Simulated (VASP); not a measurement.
MnO2: single point with LDA

Crystal: MnO2.

```
Mn O
1.0
     2.87550    0.00000    0.00000
    -1.43775    2.49025    0.00000
     0.00000    0.00000    4.63185
Mn O
1 2
Cartesian
  0.0000 0.0000 2.3159
  0.0000 1.6602 3.2714
  1.4377 0.8301 1.3604
```

```yaml
Program: VASP 6.6.1
Task: single point
Functional: LDA
Potentials_or_basis: VASP PAW LDA potentials, release 64 (Mn_pv, O)
Cutoff: 520 eV
k_mesh: 11 × 11 × 6
Occupations: fermi-dirac, width 0.05 eV
Spin: collinear spin, ferromagnetic start
Starting_moments: "[4.0, 0.0, 0.0] μB"
Dipole_correction: no
Further_INCAR_settings: ALGO = Normal; EDIFF = 1e-06; NBANDS = 24
```

```yaml
Pressure: -11.5 GPa
Largest_force: 0.728 eV/Å
Band_gap_on_the_k_mesh: 0.38 eV, indirect (least direct gap 0.43 eV)
Net_moment: 3.00 μB per cell
Site_moments: Mn +2.80; O +0.05 μB
Valence_electrons_inside_the_program's_atomic_spheres: Mn 11.74; O 4.95
```

Forces in eV/Å, atoms in the order of the input:
```
Mn   0.000  0.000  0.000
O    0.000  0.000 -0.728
O    0.000  0.000  0.728
```

Stress tensor (GPa, compression positive):
```
-13.07   0.00   0.00
  0.00 -13.07   0.00
  0.00   0.00  -8.26
```

Levels at points of the mesh, in eV from the valence-band top:
Spin up:
```csv
k point,band 10,band 11,band 12,band 13,band 14,band 15,band 16,band 17,band 18,band 19
"(0.00, 0.00, 0.00)",-2.31,-1.58,-1.58,-1.31,-0.35,2.59,2.59,6.67,9.94,14.18
"(0.00, 0.00, 0.50)",-2.31,-2.31,-1.62,-1.62,-0.04,2.64,2.64,8.71,9.03,13.08
```
Spin down:
| k point | band 8 | band 9 | band 10 | band 11 | band 12 | band 13 | band 14 | band 15 |
| --- | --- | --- | --- | --- | --- | --- | --- | --- |
| (0.00, 0.00, 0.00) | -5.09 | -1.45 | -1.45 | -1.13 | 0.39 | 0.39 | 1.98 | 3.96 |
| (0.00, 0.00, 0.50) | -4.68 | -2.48 | -1.49 | -1.49 | 0.38 | 0.38 | 2.13 | 4.01 |

Run time: 79 s on 1 thread of Intel(R) Xeon(R) 6975P-C (Granite Rapids), on a shared host, peak memory 0.2 GiB.

Caveat: a cell with one magnetic atom can't hold antiferromagnetic order, which such compounds often take. A k mesh can miss the band edges.
